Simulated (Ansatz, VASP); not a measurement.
**GaN in VASP and in Ansatz**

```
Ga N
1.0
     3.18000    0.00000    0.00000
    -1.59000    2.75396    0.00000
     0.00000    0.00000    5.16600
Ga N
2 2
Direct
  0.33333 0.66667 0.00000
  0.66667 0.33333 0.50000
  0.33333 0.66667 0.37500
  0.66667 0.33333 0.87500
```

Alike in both runs: task single point; functional r2SCAN; k mesh 6 × 6 × 2; no spin polarisation.

|  | VASP | Ansatz |
| --- | --- | --- |
| version | VASP 6.6.1 | Ansatz 0.2.0 |
| potentials or method | VASP PAW PBE potentials, release 64 (Ga_d, N) | plane waves, PAW |
| plane-wave cutoff (eV) | 660 | 500 |
| occupations | gaussian, width 0.01 eV | fixed |
| valence electrons in the cell | 36 | 36 |

```csv
,VASP,Ansatz,Ansatz less VASP
gap on the k mesh at the Fermi level (eV),2.38,2.38,+0.007
```

VASP's potentials were made for PBE, not for r2SCAN.

The k mesh is coarse, so the values compare programs but aren't converged.
